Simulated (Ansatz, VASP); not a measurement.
## One calculation of HfC, two programs

File INCAR:

```
SYSTEM = HfC
PREC     = Accurate       ! precision mode
ENCUT    = 520            ! plane-wave cutoff, eV
EDIFF    = 1E-8           ! SCF threshold, eV
ISMEAR   = -1             ! smearing method
SIGMA    = 0.05           ! smearing width, eV
LREAL    = .False.        ! projectors in reciprocal space
LASPH    = .True.         ! aspherical terms in the spheres
NELM     = 80             ! most SCF steps
ALGO     = Normal         ! electronic algorithm
ISIF     = 2              ! what is computed and relaxed
LWAVE    = .False.        ! write WAVECAR
LCHARG   = .False.        ! write CHGCAR
GGA      = PE             ! functional
LEFG     = .True.       
NBANDS   = 14             ! bands
```

KPOINTS

```
Automatic mesh
0
Gamma
  15 15 15
  0 0 0
```

File POSCAR:

```
HfC
1.0
    0.0000000000      2.3250000000      2.2552500000
    2.3250000000      0.0000000000      2.2552500000
    2.3250000000      2.3250000000      0.0000000000
Hf C
1 1
Direct
    0.5000000000      0.5000000000      0.5000000000
    0.0000000000      0.0000000000      0.0000000000
```

Input for Ansatz:

```yaml
crystal:
  lattice:
    - [0.0, 2.325, 2.25525]
    - [2.325, 0.0, 2.25525]
    - [2.325, 2.325, 0.0]
  atoms:
    - { symbol: Hf, position: [0.5, 0.5, 0.5] }
    - { symbol: C, position: [0.0, 0.0, 0.0] }
kpoints:
  mp_grid: { grid: [15, 15, 15] }
scf:
  occupations: { method: fermi_dirac, width: 0.05 }
hamiltonian:
  xc: pbe
  pseudopotentials: { kind: all_electron, datasets: crystal }
output:
  forces: true
  stress: true
  eigenvalues: true
  efg: { contact_densities: true }
```

Change from the starting cell: zz strain of -3 %, crystal datasets.

Alike in both runs: task electric field gradients; functional PBE; k mesh 15 × 15 × 15; occupations fermi-dirac, width 0.05 eV; no spin polarisation.

|  | VASP | Ansatz |
| --- | --- | --- |
| version | VASP 6.6.1 | Ansatz 0.2.0 |
| potentials or method | VASP PAW PBE potentials, release 64 (Hf_pv, C), cutoff 520 eV | all-electron PAW with datasets made for the crystal, scalar-relativistic |

```tsv
	VASP	Ansatz	Ansatz less VASP
pressure (GPa)	7.7	8.3	+0.57
traceless stress, the component that is largest in VASP (GPa)	9.62	9.48	-0.142
size of Vzz on the site where it differs most (V/Å²)	97.0	114.7	+17.71
```

Ansatz ran all-electron here, and VASP with PAW potentials.

Spin-orbit coupling is off throughout.
